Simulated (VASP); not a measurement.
# AlSi5 (P6/mmm) in VASP: further runs, part 2 of 2

VASP 6.6.1. Earlier steps stand in the parts before.

## 4. Relaxation of cell and atoms, PBE

The input, INCAR:

```
SYSTEM = AlSi5
  ALGO = Normal
  EDIFF = 1E-6
  EDIFFG = -0.04
  ENCUT = 600
  GGA = PE
  IBRION = 2
  ISIF = 3
  ISMEAR = 0
  LASPH = .True.
  LCHARG = .False.
  LREAL = .False.
  LWAVE = .False.
  NELM = 100
  NSW = 90
  PREC = Accurate
  SIGMA = 0.1
```

The input, KPOINTS:

```
k-points
0
Gamma
  6 6 4
  0 0 0
```

The input, POSCAR:

```
AlSi5
1.0
    5.2664893000      0.0000000000      0.0000000000
   -2.6332446500      4.5609135200      0.0000000000
    0.0000000000      0.0000000000      4.4265587200
Al Si
1 5
Direct
    0.0000000000      0.0000000000      0.5000000000
    0.3333333300      0.6666666700      0.5000000000
    0.6666666700      0.3333333300      0.5000000000
    0.5000000000      0.0000000000      0.0000000000
    0.0000000000      0.5000000000      0.0000000000
    0.5000000000      0.5000000000      0.0000000000
```

Potentials or basis: VASP PAW PBE potentials, release 64 (Al, Si).

Run with:

```bash
$ cat potpaw_PBE.64/Al/POTCAR potpaw_PBE.64/Si/POTCAR > POTCAR
$ mpirun -np 1 vasp_std > vasp.out
```

OUTCAR:

```text
SYSTEM = AlSi5
   EDIFF = 1E-6
   EDIFFG = -0.04
   ENCUT = 600
   GGA = PE
   IBRION = 2
   ISIF = 3
   ISMEAR = 0
   LASPH = .True.
   LREAL = .False.
   NELM = 100
   NSW = 90
   PREC = Accurate

 ion  position               nearest neighbor table
   1  0.000  0.000  0.500-   2 3.04   3 3.04   2 3.04   3 3.04   3 3.04   2 3.04
   2  0.333  0.667  0.500-   4 2.69   4 2.69   5 2.69   5 2.69   6 2.69   6 2.69   3 3.04   1 3.04
                             3 3.04   1 3.04   1 3.04   3 3.04
   3  0.667  0.333  0.500-   4 2.69   4 2.69   5 2.69   5 2.69   6 2.69   6 2.69   2 3.04   1 3.04
                             2 3.04   1 3.04   1 3.04   2 3.04
   4  0.500  0.000  0.000-   5 2.63   6 2.63   6 2.63   5 2.63   2 2.69   3 2.69   2 2.69   3 2.69

   5  0.000  0.500  0.000-   4 2.63   4 2.63   6 2.63   6 2.63   2 2.69   3 2.69   2 2.69   3 2.69

   6  0.500  0.500  0.000-   4 2.63   4 2.63   5 2.63   5 2.63   2 2.69   3 2.69   2 2.69   3 2.69

  LATTYP: Found a hexagonal cell.
 ALAT       =     5.2664893000
 C/A-ratio  =     0.8405141391

  Lattice vectors:

 A1 = (   5.2664893000,   0.0000000000,   0.0000000000)
 A2 = (  -2.6332446500,   4.5609135200,   0.0000000000)
 A3 = (   0.0000000000,   0.0000000000,   4.4265587200)

Analysis of symmetry for initial positions (statically):
=====================================================================
 Subroutine PRICEL returns:
 Original cell was already a primitive cell.

 Routine SETGRP: Setting up the symmetry group for a
 hexagonal supercell.

 Subroutine GETGRP returns: Found 24 space group operations
 (whereof 24 operations were pure point group operations)
 out of a pool of 24 trial point group operations.

The static configuration has the point symmetry D_6h.

Analysis of symmetry for dynamics (positions and initial velocities):
=====================================================================
 Subroutine PRICEL returns:
 Original cell was already a primitive cell.

 Routine SETGRP: Setting up the symmetry group for a
 hexagonal supercell.

 Subroutine GETGRP returns: Found 24 space group operations
 (whereof 24 operations were pure point group operations)
 out of a pool of 24 trial point group operations.

The dynamic configuration has the point symmetry D_6h.

 Subroutine INISYM returns: Found 24 space group operations
 (whereof 24 operations are pure point group operations),
 and found     1 'primitive' translations

----------------------------------------------------------------------------------------

                                     Primitive cell

  volume of cell :     106.3260

  direct lattice vectors                    reciprocal lattice vectors
     5.266489300  0.000000000  0.000000000     0.189879812  0.109627161  0.000000000
    -2.633244650  4.560913520  0.000000000     0.000000000  0.219254322  0.000000000
     0.000000000  0.000000000  4.426558720     0.000000000  0.000000000  0.225909123

  length of vectors
     5.266489300  5.266489298  4.426558720     0.219254322  0.219254322  0.225909123

  position of ions in fractional coordinates (direct lattice)
     0.000000000  0.000000000  0.500000000
     0.333333330  0.666666670  0.500000000
     0.666666670  0.333333330  0.500000000
[... 26 lines left out ...]
     0.000000000  0.000000000  0.056477281     0.000000000  0.000000000  0.250000000

  Length of vectors
     0.036542387  0.036542387  0.056477281

  Shift w.r.t. Gamma in fractional coordinates (k-lattice)
     0.000000000  0.000000000  0.000000000

 Subroutine IBZKPT returns following result:
 ===========================================

 Found     21 irreducible k-points:

 Following reciprocal coordinates:
            Coordinates               Weight
  0.000000  0.000000  0.000000      1.000000
  0.166667 -0.000000  0.000000      6.000000
  0.333333  0.000000  0.000000      6.000000
  0.500000 -0.000000  0.000000      3.000000
  0.166667  0.166667  0.000000      6.000000
  0.333333  0.166667  0.000000     12.000000
[... 13 lines left out ...]
  0.333333  0.166667  0.500000     12.000000
  0.333333  0.333333  0.500000      2.000000
   k-points           NKPTS =     21   k-points in BZ     NKDIM =     21   number of bands    NBANDS=     15
   number of dos      NEDOS =    301   number of ions     NIONS =      6
   total plane-waves  NPLWV =  63504
   dimension x,y,z NGX =    42 NGY =   42 NGZ =   36
   dimension x,y,z NGXF=    84 NGYF=   84 NGZF=   72
   ions per type =               1   5
   NGX,Y,Z   is equivalent  to a cutoff of  13.26, 13.26, 13.52 a.u.
   NGXF,Y,Z  is equivalent  to a cutoff of  26.52, 26.52, 27.04 a.u.
 SYSTEM =  AlSi5
   PREC   = accura    normal or accurate (medium, high low for compatibility)
   ISTART =      0    job   : 0-new  1-cont  2-samecut
   ICHARG =      2    charge: 1-file 2-atom 10-const
   ISPIN  =      1    spin polarized calculation?
   LNONCOLLINEAR =      F non collinear calculations
   LSORBIT =      F    spin-orbit coupling
   LASPH  =      T    aspherical Exc in radial PAW
   ENCUT  =  600.0 eV  44.10 Ry    6.64 a.u.  10.52 10.52  8.84*2*pi/ulx,y,z
   NELM   =    100;   NELMIN=  2; NELMDL= -5     # of ELM steps
   EDIFF  = 0.1E-05   stopping-criterion for ELM
   LREAL  =      F    real-space projection
   EDIFFG = -.4E-01   stopping-criterion for IOM
   NSW    =     90    number of steps for IOM
   IBRION =      2    ionic relax: 0-MD 1-quasi-New 2-CG
   NFREE  =      1    steps in history (QN), initial steepest desc. (CG)
   ISIF   =      3    stress and relaxation
   ISYM   =      2    0-nonsym 1-usesym 2-fastsym
   POTIM  = 0.5000    time-step for ionic-motion
   TEBEG  =    0.0;   TEEND  =   0.0 temperature during run
   PSTRESS=    0.0 pullay stress
   NELECT =      23.0000    total number of electrons
   NUPDOWN=      -1.0000    fix difference up-down
   EMIN   =  10.00;   EMAX   =-10.00  energy-range for DOS
   EFERMI =   0.00;   METHOD = LEGACY
   ISMEAR =     0;   SIGMA  =   0.10  broadening in eV -4-tet -1-fermi 0-gaus
   EFERMI_NEDOS =   21; number of points for ismear=-14 and -15
   IALGO  =     38    algorithm
   IMIX   =      4    mixing-type and parameters
     AMIX     =   0.40;   BMIX     =  1.00
     AMIX_MAG =   1.60;   BMIX_MAG =  1.00
  volume/ion in A,a.u.               =      17.72       119.59
  Fermi-wavevector in a.u.,A,eV,Ry     =   0.982738  1.857105 13.140149  0.965774
  Thomas-Fermi vector in A             =   2.113843
   LORBIT       =      0    0 simple, 1 ext, 2 COOP (PROOUT), +10 PAW based schemes
   GGA     = PE    functional components
   LHFCALC =     F    Hartree Fock is set to
   AEXX    =    0.0000 exact exchange contribution
   IVDW    =     0    specifies the selected vdW correction
   LEPSILON=     F    determine dielectric tensor
   LRPA    =     F    only Hartree local field effects (RPA)
 conjugate gradient relaxation of ions
 non-spin polarized calculation
 Gauss-broadening in eV      SIGMA  =   0.10
  energy-cutoff  :      600.00
  volume of cell :      106.33
 maximum number of plane-waves:      3572
   NGX = 21   NGY = 21   NGZ = 17

--------------------------------------- Ionic step        1  -------------------------------------------

 number of electron      22.9999997 magnetization

 Free energy of the ion-electron system (eV)
  ---------------------------------------------------
  ext. energy  EPLUGINS =         0.00000000
  ---------------------------------------------------
  free energy    TOTEN  =       -27.40845046 eV

  energy without entropy =      -27.39243068  energy(sigma->0) =      -27.40044057

------------------------ aborting loop because EDIFF is reached ----------------------------------------

  FORCE on cell =-STRESS in cart. coord.  units (eV):
  Direction    XX          YY          ZZ          XY          YZ          ZX
  --------------------------------------------------------------------------------------
  -------------------------------------------------------------------------------------
  Total       -4.7733712     -4.7733712     -0.6995836      0.0000000      0.0000000     -0.0000000
  in kB      -71.9277566    -71.9277565    -10.5417067      0.0000000      0.0000000     -0.0000000
  external PRESSURE =     -51.4657400 kB  Pullay stress =       0.0000000 kB
[... 307 lines left out ...]
--------------------------------------- Ionic step        9  -------------------------------------------

 number of electron      23.0000000 magnetization

 Free energy of the ion-electron system (eV)
  ---------------------------------------------------
  ext. energy  EPLUGINS =         0.00000000
  ---------------------------------------------------
  free energy    TOTEN  =       -27.88731477 eV

  energy without entropy =      -27.87190103  energy(sigma->0) =      -27.87960790

 E-fermi :   8.6064     XC(G=0): -10.5435

 val. band max:        8.5728537348   @ k =   0.3333   0.1667   0.0000
 cond. band min:       8.6080585298   @ k =   0.0000   0.0000   0.5000
 fundamental gap:      0.0352047950
 Fermi energy:         8.6063768546

 k-point     1 :       0.0000    0.0000    0.0000
  band No.  band energies     occupation
      1      -5.1071      2.00000
      2       0.7526      2.00000
      3       1.1339      2.00000
      4       2.0349      2.00000
      5       2.5361      2.00000
      6       2.5361      2.00000
      7       4.3412      2.00000
      8       4.3412      2.00000
      9       6.2660      2.00000
     10       7.1773      2.00000
     11       7.6946      2.00000
     12       8.6962      0.20410
     13       8.6962      0.20410
     14       9.1626      0.00000
[... 392 lines left out ...]
  FREE ENERGIE OF THE ION-ELECTRON SYSTEM (eV)
  ---------------------------------------------------
  free  energy   TOTEN  =       -27.8873147733 eV

  energy  without entropy=      -27.8719010324  energy(sigma->0) =      -27.87960790

 reached required accuracy - stopping structural energy minimisation
```

Wall time 3.7 min (1 thread of AMD EPYC 7R43 (Zen 3), shared host); peak memory 0.21 GiB.

Results:

* Free energy: -27.8873 eV
* Relaxed volume: 16.21 Å³/atom
* Relaxed cell: a = 4.916 Å, b = 4.916 Å, c = 4.648 Å, α = 90.00°, β = 90.00°, γ = 120.00°
* Space group after relaxing (to 0.05 Å): P6/mmm (No. 191)
* Energy gained by relaxing: 79.8 meV/atom
* Ionic steps: 9
* Pressure after relaxing: -0.1 GPa

The path:
```tsv
step	energy change (eV)	largest force (eV/Å)	pressure (GPa)	volume (Å³)
1	0.0000	0.0000	-5.15	106.33
2	-0.2566	0.0000	-1.16	97.77
3	-0.3041	0.0000	1.89	93.72
4	-0.4049	0.0000	4.72	92.05
5	-0.4248	0.0000	3.80	92.47
6	-0.4267	0.0000	3.51	92.62
7	-0.4778	0.0000	-0.13	97.20
8	-0.4778	0.0000	-0.19	97.29
9	-0.4789	0.0000	-0.07	97.27
```

Final structure:
```yaml
crystal:
  lattice:
    - [4.91558, 0.00000, 0.00000]
    - [-2.45779, 4.25702, 0.00000]
    - [0.00000, 0.00000, 4.64824]
  atoms:
    - { symbol: Al, position: [0.00000, 0.00000, 0.50000] }
    - { symbol: Si, position: [0.33333, 0.66667, 0.50000] }
    - { symbol: Si, position: [0.66667, 0.33333, 0.50000] }
    - { symbol: Si, position: [0.50000, 0.00000, 0.00000] }
    - { symbol: Si, position: [0.00000, 0.50000, 0.00000] }
    - { symbol: Si, position: [0.50000, 0.50000, 0.00000] }
```

## 5. Summary

| task | cell | cutoff (eV) | gap on the mesh (eV) | pressure (GPa) |
| --- | --- | --- | --- | --- |
| single point | a = 5.266, b = 5.266, c = 4.427 Å, angles 90.0, 90.0, 120.0°, 6 atoms | 520 | none | -5.2 |
| single point | a = 4.916, b = 4.916, c = 4.639 Å, angles 90.0, 90.0, 120.0°, 6 atoms | 520 | none | 0.0 |
| relaxation of cell and atoms | relaxed from a = 5.266, b = 5.266, c = 4.427 Å, angles 90.0, 90.0, 120.0°, 6 atoms | 600 | none | -0.1 |

Alike in all rows: level PBE; potentials or basis VASP PAW PBE potentials, release 64 (Al, Si); no spin polarisation; k mesh 6 × 6 × 4; smearing gaussian 0.1 eV.

Total energies depend on the potentials used, so only differences within one code and one set of settings carry meaning.
